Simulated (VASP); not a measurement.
A run of VASP 6.6.1 is set up as follows.

The input INCAR:

```
SYSTEM = MgO
PREC = Accurate ; ENCUT = 600
EDIFF = 1E-7 ; ISMEAR = 0
SIGMA = 0.1 ; LREAL = .FALSE.
LASPH = .TRUE. ; NELM = 120
ALGO = Normal ; ISIF = 3
LWAVE = .FALSE. ; LCHARG = .FALSE.
GGA = PE ; IBRION = 2
NSW = 80 ; EDIFFG = -0.05
PSTRESS = 2800.0 ; GGA_COMPAT = .FALSE.
NELMIN = 4
```

KPOINTS

```
Automatic mesh
0
G
  8 8 8
  0 0 0
```

Contents of POSCAR:

```
MgO
1.0
    0.0000000000      1.9495000000      1.9495000000
    1.9495000000      0.0000000000      1.9495000000
    1.9495000000      1.9495000000      0.0000000000
Mg O
1 1
Direct
    0.0000000000      0.0000000000      0.0000000000
    0.5000000000      0.5000000000      0.5000000000
```

Potentials or basis: VASP PAW PBE potentials, release 64 (Mg, O).

Launch:

```console
$ cat potpaw_PBE.64/Mg/POTCAR potpaw_PBE.64/O/POTCAR > POTCAR
$ mpirun -np 1 vasp_std > vasp.out
```

**Question.** Predict the relaxed volume.

**Answer.** 5.44 Å³/atom.

**Question.** Estimate the relaxed cell.

**Answer.** a = 2.488 Å, b = 2.488 Å, c = 2.488 Å, α = 60.00°, β = 60.00°, γ = 60.00°.

Step by step:
| step | energy change (eV) | largest force (eV/Å) | pressure (GPa) | volume (Å³) |
| --- | --- | --- | --- | --- |
| 1 | 0.0000 | 0.0000 | 66.16 | 14.82 |
| 2 | 188.9110 | 0.0000 | 15842.17 | 2.12 |
| 3 | 0.5925 | 0.0000 | 102.71 | 13.68 |
| 4 | 1.6188 | 0.0000 | 162.32 | 12.42 |
| 5 | 3.9648 | 0.0000 | 296.42 | 10.73 |
| 6 | 3.6531 | 0.0000 | 278.48 | 10.90 |
| 7 | 3.7768 | 0.0000 | 285.59 | 10.83 |
| 8 | 3.3483 | 0.0000 | 261.01 | 11.08 |
| 9 | 3.6792 | 0.0000 | 279.98 | 10.89 |

Caveat: the cell is relaxed towards a set pressure, so the run minimises the enthalpy, not the energy; the volume moved by over 15 % at a fixed basis, so the end points are rough.
